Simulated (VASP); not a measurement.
# RbCl (Fm-3m) in VASP: further runs

Runs on RbCl. Level: r2SCAN. Tasks: single point.

All numbers are computed with VASP 6.6.1; they aren't measurements. Logs are shortened: lines on timing, memory, paths and dates and some standing lists are left out, and cuts for length are marked.

## Step 1: The cell of the first run

Symmetry: Fm-3m, No. 225, cubic system. Conventional cell: a = 6.698 Å, b = 6.698 Å, c = 6.698 Å, α = 90.00°, β = 90.00°, γ = 90.00°. Within 4.4 Å of Rb (site symmetry m-3m) lie 6 Cl at 3.35 Å. Cl (site symmetry m-3m) has 6 Rb at 3.35 Å within 4.4 Å.

## Step 2: Single point, r2SCAN

POSCAR reads:

```
RbCl
1.0
    0.0000000000      3.3490424622      3.3490424622
    3.3490424622      0.0000000000      3.3490424622
    3.3490424622      3.3490424622      0.0000000000
Rb Cl
1 1
Direct
    0.5000000000      0.5000000000      0.5000000000
    0.0000000000      0.0000000000      0.0000000000
```

INCAR.step1 reads:

```
  PREC = Accurate
  ENCUT = 550
  ISMEAR = 0
  SIGMA = 0.05
  LREAL = False
  LASPH = True
  NELM = 120
  NBANDS = 15
  GGA = PE
  ALGO = Normal
  EDIFF = 1E-5
  LWAVE = True
  LCHARG = False
  GGA_COMPAT = False
```

INCAR.step2 reads:

```
  PREC = Accurate
  ENCUT = 550
  EDIFF = 1E-6
  ISMEAR = 0
  SIGMA = 0.05
  LREAL = False
  LASPH = True
  NELM = 120
  ALGO = Normal
  ISIF = 2
  LWAVE = False
  LCHARG = False
  METAGGA = R2SCAN
  LMIXTAU = True
  NBANDS = 15
  ISTART = 1
  GGA_COMPAT = False
```

KPOINTS reads:

```
Automatic mesh
0
Gamma
  6 6 6
```

Potentials or basis: VASP PAW PBE potentials, release 64 (Rb_sv, Cl).

Command:

```
$ cat potpaw_PBE.64/Rb_sv/POTCAR potpaw_PBE.64/Cl/POTCAR > POTCAR
$ cp INCAR.step1 INCAR
$ mpirun -np 1 vasp_std > vasp.out
$ cp INCAR.step2 INCAR
$ mpirun -np 1 vasp_std > vasp.out
```

OUTCAR:

```text
PREC = Accurate
   ENCUT = 550
   EDIFF = 1E-6
   ISMEAR = 0
   LREAL = False
   LASPH = True
   NELM = 120
   ISIF = 2
   METAGGA = R2SCAN
   ISTART = 1

 ion  position               nearest neighbor table
   1  0.500  0.500  0.500-   2 3.35   2 3.35   2 3.35   2 3.35   2 3.35   2 3.35
   2  0.000  0.000  0.000-   1 3.35   1 3.35   1 3.35   1 3.35   1 3.35   1 3.35

  LATTYP: Found a face centered cubic cell.
 ALAT       =     6.6980849244

  Lattice vectors:

 A1 = (   0.0000000000,   3.3490424622,   3.3490424622)
 A2 = (   3.3490424622,   0.0000000000,   3.3490424622)
 A3 = (   3.3490424622,   3.3490424622,   0.0000000000)

Analysis of symmetry for initial positions (statically):
=====================================================================
 Subroutine PRICEL returns:
 Original cell was already a primitive cell.

 Routine SETGRP: Setting up the symmetry group for a
 face centered cubic supercell.

 Subroutine GETGRP returns: Found 48 space group operations
 (whereof 48 operations were pure point group operations)
 out of a pool of 48 trial point group operations.

The static configuration has the point symmetry O_h .

Analysis of symmetry for dynamics (positions and initial velocities):
=====================================================================
 Subroutine PRICEL returns:
 Original cell was already a primitive cell.

 Routine SETGRP: Setting up the symmetry group for a
 face centered cubic supercell.

 Subroutine GETGRP returns: Found 48 space group operations
 (whereof 48 operations were pure point group operations)
 out of a pool of 48 trial point group operations.

The dynamic configuration has the point symmetry O_h .

 Subroutine INISYM returns: Found 48 space group operations
 (whereof 48 operations are pure point group operations),
 and found     1 'primitive' translations

----------------------------------------------------------------------------------------

                                     Primitive cell

  volume of cell :      75.1263

  direct lattice vectors                    reciprocal lattice vectors
     0.000000000  3.349042462  3.349042462    -0.149296405  0.149296405  0.149296405
     3.349042462  0.000000000  3.349042462     0.149296405 -0.149296405  0.149296405
     3.349042462  3.349042462  0.000000000     0.149296405  0.149296405 -0.149296405

  length of vectors
     4.736261271  4.736261271  4.736261271     0.258588959  0.258588959  0.258588959

  position of ions in fractional coordinates (direct lattice)
     0.500000000  0.500000000  0.500000000
     0.000000000  0.000000000  0.000000000
[... 79 lines left out ...]
   NELECT =      16.0000    total number of electrons
   NUPDOWN=      -1.0000    fix difference up-down
   EMIN   =  10.00;   EMAX   =-10.00  energy-range for DOS
   EFERMI =   0.00;   METHOD = LEGACY
   ISMEAR =     0;   SIGMA  =   0.05  broadening in eV -4-tet -1-fermi 0-gaus
   EFERMI_NEDOS =   21; number of points for ismear=-14 and -15
   IALGO  =     38    algorithm
   IMIX   =      4    mixing-type and parameters
     AMIX     =   0.40;   BMIX     =  1.00
     AMIX_MAG =   1.60;   BMIX_MAG =  1.00
  volume/ion in A,a.u.               =      37.56       253.49
  Fermi-wavevector in a.u.,A,eV,Ry     =   0.977652  1.847494 13.004488  0.955803
  Thomas-Fermi vector in A             =   2.108366
   LORBIT       =      0    0 simple, 1 ext, 2 COOP (PROOUT), +10 PAW based schemes
   METAGGA = R2SCAN    functional components
   LHFCALC =     F    Hartree Fock is set to
   AEXX    =    0.0000 exact exchange contribution
   IVDW    =     0    specifies the selected vdW correction
   LEPSILON=     F    determine dielectric tensor
   LRPA    =     F    only Hartree local field effects (RPA)
 non-spin polarized calculation
 Gauss-broadening in eV      SIGMA  =   0.05
  energy-cutoff  :      550.00
  volume of cell :       75.13
 maximum number of plane-waves:      2229
   NGX = 19   NGY = 19   NGZ = 19

 number of electron      16.0000000 magnetization

 Free energy of the ion-electron system (eV)
  ---------------------------------------------------
  ext. energy  EPLUGINS =         0.00000000
  ---------------------------------------------------
  free energy    TOTEN  =       -24.38100132 eV

  energy without entropy =      -24.38100132  energy(sigma->0) =      -24.38100132

 E-fermi :  -2.2200     XC(G=0):  -7.5473

 val. band max:       -2.4835898930   @ k =   0.0000   0.0000   0.0000
 cond. band min:       2.9516896812   @ k =   0.0000   0.0000   0.0000
 fundamental gap:      5.4352795742
 Fermi energy:        -2.2200305649

 k-point     1 :       0.0000    0.0000    0.0000
  band No.  band energies     occupation
      1     -27.2525      2.00000
      2     -14.9845      2.00000
      3     -10.7553      2.00000
      4     -10.7553      2.00000
      5     -10.7553      2.00000
      6      -2.4836      2.00000
      7      -2.4836      2.00000
      8      -2.4836      2.00000
      9       2.9517      0.00000
     10       6.0969      0.00000
     11       6.0969      0.00000
     12       6.0969      0.00000
     13       7.2323      0.00000
     14       7.2323      0.00000
[... 257 lines left out ...]
      2     -14.9607      2.00000
      3     -10.9326      2.00000
      4     -10.8692      2.00000
      5     -10.7702      2.00000
      6      -2.8013      2.00000
      7      -2.7722      2.00000
      8      -2.6627      2.00000
      9       4.8773      0.00000
     10       6.4250      0.00000
     11       6.9198      0.00000
     12       8.0292      0.00000
     13       9.0690      0.00000
     14       9.8300      0.00000
     15      10.2348      0.00000

------------------------ aborting loop because EDIFF is reached ----------------------------------------

  FORCE on cell =-STRESS in cart. coord.  units (eV):
  Direction    XX          YY          ZZ          XY          YZ          ZX
  --------------------------------------------------------------------------------------
  -------------------------------------------------------------------------------------
  Total       -0.2648929     -0.2648929     -0.2648929      0.0000000     -0.0000000      0.0000000
  in kB       -5.6492262     -5.6492262     -5.6492262      0.0000000     -0.0000000      0.0000000
  external PRESSURE =      -5.6492262 kB  Pullay stress =       0.0000000 kB

 VOLUME and BASIS-vectors are now :
 -----------------------------------------------------------------------------
  energy-cutoff  :      550.00
  volume of cell :       75.13
      direct lattice vectors                 reciprocal lattice vectors
     0.000000000  3.349042462  3.349042462    -0.149296405  0.149296405  0.149296405
     3.349042462  0.000000000  3.349042462     0.149296405 -0.149296405  0.149296405
     3.349042462  3.349042462  0.000000000     0.149296405  0.149296405 -0.149296405

 POSITION                                       TOTAL-FORCE (eV/Angst)
 -----------------------------------------------------------------------------------
      3.34904      3.34904      3.34904         0.000000      0.000000     -0.000000
      0.00000      0.00000      0.00000         0.000000     -0.000000      0.000000
 -----------------------------------------------------------------------------------
    total drift:                                0.000000      0.000000      0.000000

  FREE ENERGIE OF THE ION-ELECTRON SYSTEM (eV)
  ---------------------------------------------------
  free  energy   TOTEN  =       -24.3810013241 eV

  energy  without entropy=      -24.3810013241  energy(sigma->0) =      -24.38100132
```

Wall time 59 s (1 thread of Intel Xeon Platinum 8488C (Sapphire Rapids), shared host); peak memory 0.22 GiB.

Results:

* Free energy: -24.3810 eV
* Pressure: -0.6 GPa
* Band gap on the k mesh: 5.44 eV

Caveat: the PAW data sets were made with another functional, which shifts forces and pressure a little.

## Step 3: Single point, r2SCAN (37.41 Å³/atom)

This run uses another cell than the first one, of 37.41 Å³/atom.

POSCAR reads:

```
RbCl
1.0
    0.0000000000      3.3445711051      3.3445711051
    3.3445711051      0.0000000000      3.3445711051
    3.3445711051      3.3445711051      0.0000000000
Rb Cl
1 1
Direct
    0.5000000000      0.5000000000      0.5000000000
    0.0000000000      0.0000000000      0.0000000000
```

INCAR.step1 reads:

```
SYSTEM = RbCl
PREC = Accurate ; ENCUT = 550
ISMEAR = 0 ; SIGMA = 0.05
LREAL = .False. ; LASPH = .True.
NELM = 120 ; NBANDS = 15
GGA = PE ; ALGO = Normal
EDIFF = 1E-5 ; LWAVE = .True.
LCHARG = .False. ; GGA_COMPAT = .False.
```

INCAR.step2 reads:

```
SYSTEM = RbCl
PREC = Accurate ; ENCUT = 550
EDIFF = 1E-6 ; ISMEAR = 0
SIGMA = 0.05 ; LREAL = .False.
LASPH = .True. ; NELM = 120
ALGO = Normal ; ISIF = 2
LWAVE = .False. ; LCHARG = .False.
METAGGA = R2SCAN ; LMIXTAU = .True.
NBANDS = 15 ; ISTART = 1
GGA_COMPAT = .False.
```

KPOINTS reads:

```
Automatic mesh
0
Gamma
  6 6 6
  0 0 0
```

Potentials or basis: VASP PAW PBE potentials, release 64 (Rb_sv, Cl).

Command:

```
$ cat potpaw_PBE.64/Rb_sv/POTCAR potpaw_PBE.64/Cl/POTCAR > POTCAR
$ cp INCAR.step1 INCAR
$ mpirun -np 1 vasp_std > vasp.out
$ cp INCAR.step2 INCAR
$ mpirun -np 1 vasp_std > vasp.out
```

OUTCAR:

```text
SYSTEM = RbCl
   PREC = Accurate
   ENCUT = 550
   EDIFF = 1E-6
   ISMEAR = 0
   LREAL = .False.
   LASPH = .True.
   NELM = 120
   ISIF = 2
   METAGGA = R2SCAN
   ISTART = 1

 ion  position               nearest neighbor table
   1  0.500  0.500  0.500-   2 3.34   2 3.34   2 3.34   2 3.34   2 3.34   2 3.34
   2  0.000  0.000  0.000-   1 3.34   1 3.34   1 3.34   1 3.34   1 3.34   1 3.34

  LATTYP: Found a face centered cubic cell.
 ALAT       =     6.6891422102

  Lattice vectors:

 A1 = (   0.0000000000,   3.3445711051,   3.3445711051)
 A2 = (   3.3445711051,   0.0000000000,   3.3445711051)
 A3 = (   3.3445711051,   3.3445711051,   0.0000000000)

Analysis of symmetry for initial positions (statically):
=====================================================================
 Subroutine PRICEL returns:
 Original cell was already a primitive cell.

 Routine SETGRP: Setting up the symmetry group for a
 face centered cubic supercell.

 Subroutine GETGRP returns: Found 48 space group operations
 (whereof 48 operations were pure point group operations)
 out of a pool of 48 trial point group operations.

The static configuration has the point symmetry O_h .

Analysis of symmetry for dynamics (positions and initial velocities):
=====================================================================
 Subroutine PRICEL returns:
 Original cell was already a primitive cell.

 Routine SETGRP: Setting up the symmetry group for a
 face centered cubic supercell.

 Subroutine GETGRP returns: Found 48 space group operations
 (whereof 48 operations were pure point group operations)
 out of a pool of 48 trial point group operations.

The dynamic configuration has the point symmetry O_h .

 Subroutine INISYM returns: Found 48 space group operations
 (whereof 48 operations are pure point group operations),
 and found     1 'primitive' translations

----------------------------------------------------------------------------------------

                                     Primitive cell

  volume of cell :      74.8258

  direct lattice vectors                    reciprocal lattice vectors
     0.000000000  3.344571105  3.344571105    -0.149495999  0.149495999  0.149495999
     3.344571105  0.000000000  3.344571105     0.149495999 -0.149495999  0.149495999
     3.344571105  3.344571105  0.000000000     0.149495999  0.149495999 -0.149495999

  length of vectors
     4.729937817  4.729937817  4.729937817     0.258934667  0.258934667  0.258934667

  position of ions in fractional coordinates (direct lattice)
     0.500000000  0.500000000  0.500000000
     0.000000000  0.000000000  0.000000000

  ion indices of the primitive-cell ions
   primitive index   ion index
                 1           1
                 2           2

----------------------------------------------------------------------------------------

 KPOINTS: Automatic mesh

Automatic generation of k-mesh.
 Grid dimensions read from file:
 generate k-points for:    6    6    6

 Generating k-lattice:

  Cartesian coordinates                     Fractional coordinates (reciprocal lattice)
    -0.024916000  0.024916000  0.024916000     0.166666667  0.000000000  0.000000000
     0.024916000 -0.024916000  0.024916000     0.000000000  0.166666667  0.000000000
     0.024916000  0.024916000 -0.024916000     0.000000000  0.000000000  0.166666667
[... 31 lines left out ...]
   number of dos      NEDOS =    301   number of ions     NIONS =      2
   total plane-waves  NPLWV =  46656
   dimension x,y,z NGX =    36 NGY =   36 NGZ =   36
   dimension x,y,z NGXF=    72 NGYF=   72 NGZF=   72
   ions per type =               1   1
   NGX,Y,Z   is equivalent  to a cutoff of  12.65, 12.65, 12.65 a.u.
   NGXF,Y,Z  is equivalent  to a cutoff of  25.31, 25.31, 25.31 a.u.
 SYSTEM =  RbCl
   PREC   = accura    normal or accurate (medium, high low for compatibility)
   ISTART =      1    job   : 0-new  1-cont  2-samecut
   ICHARG =      0    charge: 1-file 2-atom 10-const
   ISPIN  =      1    spin polarized calculation?
   LNONCOLLINEAR =      F non collinear calculations
   LSORBIT =      F    spin-orbit coupling
   LASPH  =      T    aspherical Exc in radial PAW
   ENCUT  =  550.0 eV  40.42 Ry    6.36 a.u.   9.04  9.04  9.04*2*pi/ulx,y,z
   NELM   =    120;   NELMIN=  2; NELMDL=  0     # of ELM steps
   EDIFF  = 0.1E-05   stopping-criterion for ELM
   LREAL  =      F    real-space projection
   EDIFFG = 0.1E-04   stopping-criterion for IOM
   NSW    =      0    number of steps for IOM
   IBRION =     -1    ionic relax: 0-MD 1-quasi-New 2-CG
   NFREE  =      0    steps in history (QN), initial steepest desc. (CG)
   ISIF   =      2    stress and relaxation
   ISYM   =      2    0-nonsym 1-usesym 2-fastsym
   POTIM  = 0.5000    time-step for ionic-motion
   TEBEG  =    0.0;   TEEND  =   0.0 temperature during run
   PSTRESS=    0.0 pullay stress
   NELECT =      16.0000    total number of electrons
   NUPDOWN=      -1.0000    fix difference up-down
   EMIN   =  10.00;   EMAX   =-10.00  energy-range for DOS
   EFERMI =   0.00;   METHOD = LEGACY
   ISMEAR =     0;   SIGMA  =   0.05  broadening in eV -4-tet -1-fermi 0-gaus
   EFERMI_NEDOS =   21; number of points for ismear=-14 and -15
   IALGO  =     38    algorithm
   IMIX   =      4    mixing-type and parameters
     AMIX     =   0.40;   BMIX     =  1.00
     AMIX_MAG =   1.60;   BMIX_MAG =  1.00
  volume/ion in A,a.u.               =      37.41       252.47
  Fermi-wavevector in a.u.,A,eV,Ry     =   0.978959  1.849964 13.039283  0.958360
  Thomas-Fermi vector in A             =   2.109775
   LORBIT       =      0    0 simple, 1 ext, 2 COOP (PROOUT), +10 PAW based schemes
   METAGGA = R2SCAN    functional components
   LHFCALC =     F    Hartree Fock is set to
   AEXX    =    0.0000 exact exchange contribution
   IVDW    =     0    specifies the selected vdW correction
   LEPSILON=     F    determine dielectric tensor
   LRPA    =     F    only Hartree local field effects (RPA)
 non-spin polarized calculation
 Gauss-broadening in eV      SIGMA  =   0.05
  energy-cutoff  :      550.00
  volume of cell :       74.83
 maximum number of plane-waves:      2202
   NGX = 19   NGY = 19   NGZ = 19

 number of electron      16.0000000 magnetization

 Free energy of the ion-electron system (eV)
  ---------------------------------------------------
  ext. energy  EPLUGINS =         0.00000000
  ---------------------------------------------------
  free energy    TOTEN  =       -24.38196682 eV

  energy without entropy =      -24.38196682  energy(sigma->0) =      -24.38196682

 E-fermi :  -2.1869     XC(G=0):  -7.5648

 val. band max:       -2.4699780253   @ k =   0.0000   0.0000   0.0000
 cond. band min:       2.9774644392   @ k =   0.0000   0.0000   0.0000
 fundamental gap:      5.4474424645
 Fermi energy:        -2.1869156012

 k-point     1 :       0.0000    0.0000    0.0000
  band No.  band energies     occupation
      1     -27.2287      2.00000
      2     -14.9742      2.00000
      3     -10.7315      2.00000
      4     -10.7315      2.00000
      5     -10.7315      2.00000
      6      -2.4700      2.00000
      7      -2.4700      2.00000
      8      -2.4700      2.00000
      9       2.9775      0.00000
     10       6.1134      0.00000
     11       6.1134      0.00000
     12       6.1134      0.00000
     13       7.2516      0.00000
     14       7.2516      0.00000
[... 257 lines left out ...]
      2     -14.9504      2.00000
      3     -10.9116      2.00000
      4     -10.8472      2.00000
      5     -10.7464      2.00000
      6      -2.7902      2.00000
      7      -2.7588      2.00000
      8      -2.6493      2.00000
      9       4.8925      0.00000
     10       6.4509      0.00000
     11       6.9532      0.00000
     12       8.0616      0.00000
     13       9.0979      0.00000
     14       9.8623      0.00000
     15      10.2725      0.00000

------------------------ aborting loop because EDIFF is reached ----------------------------------------

  FORCE on cell =-STRESS in cart. coord.  units (eV):
  Direction    XX          YY          ZZ          XY          YZ          ZX
  --------------------------------------------------------------------------------------
  -------------------------------------------------------------------------------------
  Total       -0.2377871     -0.2377871     -0.2377871      0.0000000      0.0000000      0.0000000
  in kB       -5.0915205     -5.0915205     -5.0915205      0.0000000      0.0000000      0.0000000
  external PRESSURE =      -5.0915205 kB  Pullay stress =       0.0000000 kB

 VOLUME and BASIS-vectors are now :
 -----------------------------------------------------------------------------
  energy-cutoff  :      550.00
  volume of cell :       74.83
      direct lattice vectors                 reciprocal lattice vectors
     0.000000000  3.344571105  3.344571105    -0.149495999  0.149495999  0.149495999
     3.344571105  0.000000000  3.344571105     0.149495999 -0.149495999  0.149495999
     3.344571105  3.344571105  0.000000000     0.149495999  0.149495999 -0.149495999

 POSITION                                       TOTAL-FORCE (eV/Angst)
 -----------------------------------------------------------------------------------
      3.34457      3.34457      3.34457        -0.000000     -0.000000     -0.000000
      0.00000      0.00000      0.00000         0.000000      0.000000      0.000000
 -----------------------------------------------------------------------------------
    total drift:                                0.000000      0.000000      0.000000

  FREE ENERGIE OF THE ION-ELECTRON SYSTEM (eV)
  ---------------------------------------------------
  free  energy   TOTEN  =       -24.3819668228 eV

  energy  without entropy=      -24.3819668228  energy(sigma->0) =      -24.38196682
```

Wall time 63 s (1 thread of Intel Xeon Platinum 8488C (Sapphire Rapids), shared host); peak memory 0.22 GiB.

Results:

| Item | Value |
| --- | --- |
| Free energy | -24.3820 eV |
| Pressure | -0.5 GPa |
| Band gap on the k mesh | 5.45 eV |

Caveat: the PAW data sets were made with another functional, which shifts forces and pressure a little.
